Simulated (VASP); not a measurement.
# AlN (NiAs type) (P6_3/mmc) in VASP: further runs, part 2 of 2

VASP 6.6.1. Earlier steps stand in the parts before.

## Step 3: Single point, PBE

This run uses another cell than the first one, of 5.85 Å³/atom.

File INCAR:

```
SYSTEM = AlN
PREC     = Accurate       ! precision mode
ENCUT    = 520            ! plane-wave cutoff, eV
EDIFF    = 1E-6           ! SCF threshold, eV
ISMEAR   = -1             ! smearing method
SIGMA    = 0.1            ! smearing width, eV
LREAL    = .False.        ! projectors in reciprocal space
LASPH    = .True.         ! aspherical terms in the spheres
NELM     = 60             ! most SCF steps
ALGO     = Normal         ! electronic algorithm
ISIF     = 2              ! what is computed and relaxed
LWAVE    = .False.        ! write WAVECAR
LCHARG   = .False.        ! write CHGCAR
GGA      = PE             ! functional
NBANDS   = 16             ! bands
```

File KPOINTS:

```
Automatic mesh
0
Gamma
  14 14 8
  0 0 0
```

File POSCAR:

```
AlN
1.0
    2.8019444964      0.0000000000      0.0000000000
   -1.4009722482      2.4265551138      0.0000000000
    0.0000000000      0.0000000000      3.4400829120
Al N
2 2
Direct
    0.3333333333      0.6666666667     -0.0619993898
    0.6666666667      0.3333333333      0.4380006102
    0.3333333333      0.6666666667      0.4379993898
    0.6666666667      0.3333333333      0.9379993898
```

Potentials or basis: VASP PAW PBE potentials, release 64 (Al, N).

Run with:

```bash
cat potpaw_PBE.64/Al/POTCAR potpaw_PBE.64/N/POTCAR > POTCAR
mpirun -np 1 vasp_std > vasp.out
```

OUTCAR:

```text
SYSTEM = AlN
   PREC = Accurate
   ENCUT = 520
   EDIFF = 1E-6
   ISMEAR = -1
   LREAL = .False.
   LASPH = .True.
   NELM = 60
   ISIF = 2
   GGA = PE

 ion  position               nearest neighbor table
   1  0.333  0.667  0.938-   4 1.62   4 1.62   4 1.62   3 1.72   3 1.72   2 2.36   2 2.36   2 2.36
                             2 2.36   2 2.36   2 2.36
   2  0.667  0.333  0.438-   3 1.62   3 1.62   3 1.62   4 1.72   4 1.72   1 2.36   1 2.36   1 2.36
                             1 2.36   1 2.36   1 2.36
   3  0.333  0.667  0.438-   2 1.62   2 1.62   2 1.62   1 1.72   1 1.72
   4  0.667  0.333  0.938-   1 1.62   1 1.62   1 1.62   2 1.72   2 1.72

  LATTYP: Found a hexagonal cell.
 ALAT       =     2.8019444964
 C/A-ratio  =     1.2277484142

  Lattice vectors:

 A1 = (   2.8019444964,   0.0000000000,   0.0000000000)
 A2 = (  -1.4009722482,   2.4265551138,   0.0000000000)
 A3 = (   0.0000000000,   0.0000000000,   3.4400829120)

Analysis of symmetry for initial positions (statically):
=====================================================================
 Subroutine PRICEL returns:
 Original cell was already a primitive cell.

 Routine SETGRP: Setting up the symmetry group for a
 hexagonal supercell.

 Subroutine GETGRP returns: Found 24 space group operations
 (whereof  6 operations were pure point group operations)
 out of a pool of 24 trial point group operations.

The static configuration has the point symmetry C_3v.
 The point group associated with its full space group is D_6h.

Analysis of symmetry for dynamics (positions and initial velocities):
=====================================================================
 Subroutine PRICEL returns:
 Original cell was already a primitive cell.

 Routine SETGRP: Setting up the symmetry group for a
 hexagonal supercell.

 Subroutine GETGRP returns: Found 24 space group operations
 (whereof  6 operations were pure point group operations)
 out of a pool of 24 trial point group operations.

The dynamic configuration has the point symmetry C_3v.
 The point group associated with its full space group is D_6h.

 Subroutine INISYM returns: Found 24 space group operations
 (whereof  6 operations are pure point group operations),
 and found     1 'primitive' translations

----------------------------------------------------------------------------------------

                                     Primitive cell

  volume of cell :      23.3894

  direct lattice vectors                    reciprocal lattice vectors
     2.801944496  0.000000000  0.000000000     0.356895007  0.206053428  0.000000000
    -1.400972248  2.426555114  0.000000000     0.000000000  0.412106856  0.000000000
     0.000000000  0.000000000  3.440082912     0.000000000  0.000000000  0.290690668

  length of vectors
     2.801944496  2.801944496  3.440082912     0.412106856  0.412106856  0.290690668

  position of ions in fractional coordinates (direct lattice)
     0.333333333  0.666666667  0.938000610
     0.666666667  0.333333333  0.438000610
     0.333333333  0.666666667  0.437999390
     0.666666667  0.333333333  0.937999390

  ion indices of the primitive-cell ions
   primitive index   ion index
                 1           1
                 2           2
                 3           3
                 4           4

----------------------------------------------------------------------------------------

 KPOINTS: Automatic mesh

Automatic generation of k-mesh.
 Grid dimensions read from file:
 generate k-points for:   14   14    8

 Generating k-lattice:

  Cartesian coordinates                     Fractional coordinates (reciprocal lattice)
     0.025492500  0.014718102  0.000000000     0.071428571  0.000000000  0.000000000
     0.000000000  0.029436204  0.000000000     0.000000000  0.071428571  0.000000000
     0.000000000  0.000000000  0.036336334     0.000000000  0.000000000  0.125000000

  Length of vectors
     0.029436204  0.029436204  0.036336334

  Shift w.r.t. Gamma in fractional coordinates (k-lattice)
     0.000000000  0.000000000  0.000000000

 Subroutine IBZKPT returns following result:
 ===========================================

 Found    120 irreducible k-points:

 Following reciprocal coordinates:
            Coordinates               Weight
  0.000000  0.000000  0.000000      1.000000
  0.071429  0.000000  0.000000      6.000000
  0.142857 -0.000000  0.000000      6.000000
  0.214286 -0.000000  0.000000      6.000000
  0.285714 -0.000000  0.000000      6.000000
  0.357143  0.000000  0.000000      6.000000
[... 16 lines left out ...]
  0.285714  0.285714  0.000000      6.000000
  0.357143  0.285714  0.000000      6.000000
 [... further k-points ...]
   k-points           NKPTS =    120   k-points in BZ     NKDIM =    120   number of bands    NBANDS=     16
   number of dos      NEDOS =    301   number of ions     NIONS =      4
   total plane-waves  NPLWV =  16128
   dimension x,y,z NGX =    24 NGY =   24 NGZ =   28
   dimension x,y,z NGXF=    48 NGYF=   48 NGZF=   56
   ions per type =               2   2
   NGX,Y,Z   is equivalent  to a cutoff of  14.24, 14.24, 13.53 a.u.
   NGXF,Y,Z  is equivalent  to a cutoff of  28.48, 28.48, 27.06 a.u.
 SYSTEM =  AlN
   PREC   = accura    normal or accurate (medium, high low for compatibility)
   ISTART =      0    job   : 0-new  1-cont  2-samecut
   ICHARG =      2    charge: 1-file 2-atom 10-const
   ISPIN  =      1    spin polarized calculation?
   LNONCOLLINEAR =      F non collinear calculations
   LSORBIT =      F    spin-orbit coupling
   LASPH  =      T    aspherical Exc in radial PAW
   ENCUT  =  520.0 eV  38.22 Ry    6.18 a.u.   5.21  5.21  6.40*2*pi/ulx,y,z
   NELM   =     60;   NELMIN=  2; NELMDL= -5     # of ELM steps
   EDIFF  = 0.1E-05   stopping-criterion for ELM
   LREAL  =      F    real-space projection
   EDIFFG = 0.1E-04   stopping-criterion for IOM
   NSW    =      0    number of steps for IOM
   IBRION =     -1    ionic relax: 0-MD 1-quasi-New 2-CG
   NFREE  =      0    steps in history (QN), initial steepest desc. (CG)
   ISIF   =      2    stress and relaxation
   ISYM   =      2    0-nonsym 1-usesym 2-fastsym
   POTIM  = 0.5000    time-step for ionic-motion
   TEBEG  =    0.0;   TEEND  =   0.0 temperature during run
   PSTRESS=    0.0 pullay stress
   NELECT =      16.0000    total number of electrons
   NUPDOWN=      -1.0000    fix difference up-down
   EMIN   =  10.00;   EMAX   =-10.00  energy-range for DOS
   EFERMI =   0.00;   METHOD = LEGACY
   ISMEAR =    -1;   SIGMA  =   0.10  broadening in eV -4-tet -1-fermi 0-gaus
   EFERMI_NEDOS =   21; number of points for ismear=-14 and -15
   IALGO  =     38    algorithm
   IMIX   =      4    mixing-type and parameters
     AMIX     =   0.40;   BMIX     =  1.00
     AMIX_MAG =   1.60;   BMIX_MAG =  1.00
  volume/ion in A,a.u.               =       5.85        39.46
  Fermi-wavevector in a.u.,A,eV,Ry     =   1.442476  2.725885 28.310150  2.080737
  Thomas-Fermi vector in A             =   2.560992
   LORBIT       =      0    0 simple, 1 ext, 2 COOP (PROOUT), +10 PAW based schemes
   GGA     = PE    functional components
   LHFCALC =     F    Hartree Fock is set to
   AEXX    =    0.0000 exact exchange contribution
   IVDW    =     0    specifies the selected vdW correction
   LEPSILON=     F    determine dielectric tensor
   LRPA    =     F    only Hartree local field effects (RPA)
 non-spin polarized calculation
  energy-cutoff  :      520.00
  volume of cell :       23.39
 maximum number of plane-waves:       656
 NGX is ok and might be reduce to    24
   NGX = 11   NGY = 11   NGZ = 13

 number of electron      16.0000000 magnetization

 Free energy of the ion-electron system (eV)
  ---------------------------------------------------
  ext. energy  EPLUGINS =         0.00000000
  ---------------------------------------------------
  free energy    TOTEN  =       -19.18768672 eV

  energy without entropy =      -19.18768672  energy(sigma->0) =      -19.18768672

 E-fermi :  17.1640     XC(G=0): -13.7422

 val. band max:       15.4479271616   @ k =   0.0000   0.0000   0.0000
 cond. band min:      19.5889037251   @ k =   0.3571   0.2857   0.0000
 fundamental gap:      4.1409765635
 Fermi energy:        17.1639710713

 k-point     1 :       0.0000    0.0000    0.0000
  band No.  band energies     occupation
      1      -6.3341      2.00000
      2       0.6115      2.00000
      3       4.9717      2.00000
      4      10.2161      2.00000
      5      10.2161      2.00000
      6      12.4519      2.00000
[... 433 lines left out ...]
      3       4.8165      2.00000
      4       9.0601      2.00000
      5       9.7628      2.00000
      6       9.7858      2.00000
[... 8 lines left out ...]
     15      33.3080      0.00000
     16      34.2036      0.00000

 [... further k-points ...]
[... 5 lines left out ...]
  --------------------------------------------------------------------------------------
  -------------------------------------------------------------------------------------
  Total       44.5144186     44.5144186     44.5752409      0.0000000      0.0000000      0.0000000
  in kB     3049.2475927   3049.2475925   3053.4139384      0.0000000      0.0000000      0.0000000
  external PRESSURE =    3050.6363745 kB  Pullay stress =       0.0000000 kB

 VOLUME and BASIS-vectors are now :
 -----------------------------------------------------------------------------
  energy-cutoff  :      520.00
  volume of cell :       23.39
      direct lattice vectors                 reciprocal lattice vectors
     2.801944496  0.000000000  0.000000000     0.356895007  0.206053428  0.000000000
    -1.400972248  2.426555114  0.000000000     0.000000000  0.412106856  0.000000000
     0.000000000  0.000000000  3.440082912     0.000000000  0.000000000  0.290690668

 POSITION                                       TOTAL-FORCE (eV/Angst)
 -----------------------------------------------------------------------------------
     -0.00000      1.61770      3.22680         0.000000      0.000000     -0.000000
      1.40097      0.80885      1.50676        -0.000000      0.000000     -0.000000
     -0.00000      1.61770      1.50675         0.000000     -0.000000      0.000000
      1.40097      0.80885      3.22680        -0.000000      0.000000      0.000000
 -----------------------------------------------------------------------------------
    total drift:                               -0.000000      0.000000      0.005870

  FREE ENERGIE OF THE ION-ELECTRON SYSTEM (eV)
  ---------------------------------------------------
  free  energy   TOTEN  =       -19.1876867226 eV

  energy  without entropy=      -19.1876867224  energy(sigma->0) =      -19.18768672
```

Run time: 64 s. Hardware: 1 thread of Intel Xeon 8259CL, shared host; peak memory 0.17 GiB.

Results:

| Quantity | Value |
| --- | --- |
| Free energy | -19.1877 eV |
| Pressure | 305.1 GPa |
| Band gap on the k mesh | 4.14 eV (least direct gap 6.63 eV) |

Levels at points of the mesh, in eV from the valence-band top:
```tsv
k point	band 6	band 7	band 8	band 9	band 10	band 11
(0.00, 0.00, 0.00)	-3.00	-3.00	0.00	6.63	9.34	11.63
(0.50, 0.00, 0.00)	-5.28	-4.93	-1.79	5.24	7.95	9.62
(0.00, 0.00, 0.50)	-4.20	-4.20	-4.20	8.77	8.77	11.00
(0.50, 0.00, 0.50)	-5.01	-3.17	-3.17	6.80	6.80	14.87
```

Caveat: the cell stands under pressure. A k mesh can miss the band edges.
